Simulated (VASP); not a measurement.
# GaAs (F-43m) in VASP: single point with PBE

Aim: the single point of GaAs with PBE.

Everything below comes from runs of VASP 6.6.1. Logs are shortened: lines on timing, memory, paths and dates and some standing lists are left out, and cuts for length are marked.

## Step 1: The cell of the first run

Symmetry: F-43m, No. 216, cubic system. The conventional cell has a = 5.653 Å, b = 5.653 Å, c = 5.653 Å, α = 90.00°, β = 90.00°, γ = 90.00°. Ga (site symmetry -43m) has 4 As at 2.45 Å within 3.2 Å. As (site symmetry -43m) has 4 Ga at 2.45 Å within 3.2 Å.

## Step 2: Single point, PBE

File INCAR:

```
SYSTEM = GaAs
PREC     = Accurate       ! precision mode
ENCUT    = 500            ! plane-wave cutoff, eV
EDIFF    = 1E-6           ! SCF threshold, eV
ISMEAR   = 0              ! smearing method
SIGMA    = 0.01           ! smearing width, eV
LREAL    = .False.        ! projectors in reciprocal space
LASPH    = .True.         ! aspherical terms in the spheres
NELM     = 120            ! most SCF steps
ALGO     = Normal         ! electronic algorithm
ISIF     = 2              ! what is computed and relaxed
LWAVE    = .False.        ! write WAVECAR
LCHARG   = .False.        ! write CHGCAR
GGA      = PE             ! functional
NBANDS   = 16             ! bands
GGA_COMPAT= .False.
```

File KPOINTS:

```
regular mesh
0
Gamma
  6 6 6
  0 0 0
```

File POSCAR:

```
GaAs
1.0
    0.0000000000      2.8265000000      2.8265000000
    2.8265000000      0.0000000000      2.8265000000
    2.8265000000      2.8265000000      0.0000000000
Ga As
1 1
Direct
    0.0000000000      0.0000000000      0.0000000000
    0.2500000000      0.2500000000      0.2500000000
```

Potentials or basis: VASP PAW PBE potentials, release 64 (Ga_d, As).

Command:

```console
$ cat potpaw_PBE.64/Ga_d/POTCAR potpaw_PBE.64/As/POTCAR > POTCAR
$ mpirun -np 1 vasp_std > vasp.out
```

OUTCAR:

```text
SYSTEM = GaAs
   PREC = Accurate
   ENCUT = 500
   EDIFF = 1E-6
   ISMEAR = 0
   LREAL = .False.
   LASPH = .True.
   NELM = 120
   ISIF = 2
   GGA = PE

 ion  position               nearest neighbor table
   1  0.000  0.000  0.000-   2 2.45   2 2.45   2 2.45   2 2.45
   2  0.250  0.250  0.250-   1 2.45   1 2.45   1 2.45   1 2.45

  LATTYP: Found a face centered cubic cell.
 ALAT       =     5.6530000000

  Lattice vectors:

 A1 = (   0.0000000000,   2.8265000000,   2.8265000000)
 A2 = (   2.8265000000,   0.0000000000,   2.8265000000)
 A3 = (   2.8265000000,   2.8265000000,   0.0000000000)

Analysis of symmetry for initial positions (statically):
=====================================================================
 Subroutine PRICEL returns:
 Original cell was already a primitive cell.

 Routine SETGRP: Setting up the symmetry group for a
 face centered cubic supercell.

 Subroutine GETGRP returns: Found 24 space group operations
 (whereof 24 operations were pure point group operations)
 out of a pool of 48 trial point group operations.

The static configuration has the point symmetry T_d .

Analysis of symmetry for dynamics (positions and initial velocities):
=====================================================================
 Subroutine PRICEL returns:
 Original cell was already a primitive cell.

 Routine SETGRP: Setting up the symmetry group for a
 face centered cubic supercell.

 Subroutine GETGRP returns: Found 24 space group operations
 (whereof 24 operations were pure point group operations)
 out of a pool of 48 trial point group operations.

The dynamic configuration has the point symmetry T_d .

 Subroutine INISYM returns: Found 24 space group operations
 (whereof 24 operations are pure point group operations),
 and found     1 'primitive' translations

----------------------------------------------------------------------------------------

                                     Primitive cell

  volume of cell :      45.1624

  direct lattice vectors                    reciprocal lattice vectors
     0.000000000  2.826500000  2.826500000    -0.176897223  0.176897223  0.176897223
     2.826500000  0.000000000  2.826500000     0.176897223 -0.176897223  0.176897223
     2.826500000  2.826500000  0.000000000     0.176897223  0.176897223 -0.176897223

  length of vectors
[... 71 lines left out ...]
   ENCUT  =  500.0 eV  36.75 Ry    6.06 a.u.   7.29  7.29  7.29*2*pi/ulx,y,z
   NELM   =    120;   NELMIN=  2; NELMDL= -5     # of ELM steps
   EDIFF  = 0.1E-05   stopping-criterion for ELM
   LREAL  =      F    real-space projection
   EDIFFG = 0.1E-04   stopping-criterion for IOM
   NSW    =      0    number of steps for IOM
   IBRION =     -1    ionic relax: 0-MD 1-quasi-New 2-CG
   NFREE  =      0    steps in history (QN), initial steepest desc. (CG)
   ISIF   =      2    stress and relaxation
   ISYM   =      2    0-nonsym 1-usesym 2-fastsym
   POTIM  = 0.5000    time-step for ionic-motion
   TEBEG  =    0.0;   TEEND  =   0.0 temperature during run
   PSTRESS=    0.0 pullay stress
   NELECT =      18.0000    total number of electrons
   NUPDOWN=      -1.0000    fix difference up-down
   EMIN   =  10.00;   EMAX   =-10.00  energy-range for DOS
   EFERMI =   0.00;   METHOD = LEGACY
   ISMEAR =     0;   SIGMA  =   0.01  broadening in eV -4-tet -1-fermi 0-gaus
   EFERMI_NEDOS =   21; number of points for ismear=-14 and -15
   IALGO  =     38    algorithm
   IMIX   =      4    mixing-type and parameters
     AMIX     =   0.40;   BMIX     =  1.00
     AMIX_MAG =   1.60;   BMIX_MAG =  1.00
  volume/ion in A,a.u.               =      22.58       152.39
  Fermi-wavevector in a.u.,A,eV,Ry     =   1.204777  2.276698 19.748689  1.451488
  Thomas-Fermi vector in A             =   2.340492
   LORBIT       =      0    0 simple, 1 ext, 2 COOP (PROOUT), +10 PAW based schemes
   GGA     = PE    functional components
   LHFCALC =     F    Hartree Fock is set to
   AEXX    =    0.0000 exact exchange contribution
   IVDW    =     0    specifies the selected vdW correction
   LEPSILON=     F    determine dielectric tensor
   LRPA    =     F    only Hartree local field effects (RPA)
 non-spin polarized calculation
 Gauss-broadening in eV      SIGMA  =   0.01
  energy-cutoff  :      500.00
  volume of cell :       45.16
 maximum number of plane-waves:      1167
 NGX is ok and might be reduce to    30
   NGX = 15   NGY = 15   NGZ = 15

 number of electron      17.9999995 magnetization

 Free energy of the ion-electron system (eV)
  ---------------------------------------------------
  ext. energy  EPLUGINS =         0.00000000
  ---------------------------------------------------
  free energy    TOTEN  =        -8.22654620 eV

  energy without entropy =       -8.22654620  energy(sigma->0) =       -8.22654620

 E-fermi :   3.9888     XC(G=0):  -9.5852

 val. band max:        3.9439617902   @ k =   0.0000   0.0000   0.0000
 cond. band min:       4.4646905169   @ k =   0.0000   0.0000   0.0000
 fundamental gap:      0.5207287268
 Fermi energy:         3.9888374900

 k-point     1 :       0.0000    0.0000    0.0000
  band No.  band energies     occupation
      1     -10.8756      2.00000
      2     -10.8756      2.00000
      3     -10.8756      2.00000
      4     -10.7966      2.00000
      5     -10.7966      2.00000
      6      -8.7848      2.00000
[... 281 lines left out ...]
      3     -10.8306      2.00000
      4     -10.8115      2.00000
      5     -10.7895      2.00000
      6      -6.2326      2.00000
[... 8 lines left out ...]
     15      16.1539      0.00000
     16      17.2785      0.00000

------------------------ aborting loop because EDIFF is reached ----------------------------------------

  FORCE on cell =-STRESS in cart. coord.  units (eV):
  Direction    XX          YY          ZZ          XY          YZ          ZX
  --------------------------------------------------------------------------------------
  -------------------------------------------------------------------------------------
  Total        0.9740238      0.9740238      0.9740238      0.0000000     -0.0000000     -0.0000000
  in kB       34.5543881     34.5543881     34.5543881      0.0000000     -0.0000000     -0.0000000
  external PRESSURE =      34.5543881 kB  Pullay stress =       0.0000000 kB

 VOLUME and BASIS-vectors are now :
 -----------------------------------------------------------------------------
  energy-cutoff  :      500.00
  volume of cell :       45.16
      direct lattice vectors                 reciprocal lattice vectors
     0.000000000  2.826500000  2.826500000    -0.176897223  0.176897223  0.176897223
     2.826500000  0.000000000  2.826500000     0.176897223 -0.176897223  0.176897223
     2.826500000  2.826500000  0.000000000     0.176897223  0.176897223 -0.176897223

 POSITION                                       TOTAL-FORCE (eV/Angst)
 -----------------------------------------------------------------------------------
      0.00000      0.00000      0.00000        -0.000000     -0.000000     -0.000000
      1.41325      1.41325      1.41325         0.000000      0.000000      0.000000
 -----------------------------------------------------------------------------------
    total drift:                               -0.000000     -0.000000     -0.000000

  FREE ENERGIE OF THE ION-ELECTRON SYSTEM (eV)
  ---------------------------------------------------
  free  energy   TOTEN  =        -8.2265461967 eV

  energy  without entropy=       -8.2265461967  energy(sigma->0) =       -8.22654620
```

stdout:

```text
POSCAR found type information on POSCAR GaAs
 POSCAR found :  2 types and       2 ions
 scaLAPACK will be used
 LDA part: xc-table for (Slater+PW92), standard interpolation
 POSCAR, INCAR and KPOINTS ok, starting setup
 FFT: planning ... GRIDC
 FFT: planning ... GRID_SOFT
 FFT: planning ... GRID
 WAVECAR not read
 entering main loop
```

Run time: 18 s. Hardware: 1 thread of Intel Xeon 8259CL, shared host; peak memory 0.17 GiB.

Results:

```yaml
Free_energy: -8.2265 eV
Pressure: 3.5 GPa
Band_gap_on_the_k_mesh: 0.52 eV, direct
```

Levels at points of the mesh, in eV from the valence-band top:
```csv
k point,band 5,band 6,band 7,band 8,band 9,band 10,band 11,band 12,band 13,band 14
"(0.00, 0.00, 0.00)",-14.74,-12.73,0.00,0.00,0.00,0.52,3.72,3.72,3.72,7.59
"(0.50, 0.00, 0.00)",-14.74,-10.96,-6.64,-1.14,-1.14,1.00,4.63,4.63,7.75,10.41
"(0.50, 0.50, 0.00)",-14.73,-10.22,-6.83,-2.68,-2.68,1.46,1.65,10.17,10.17,10.98
```
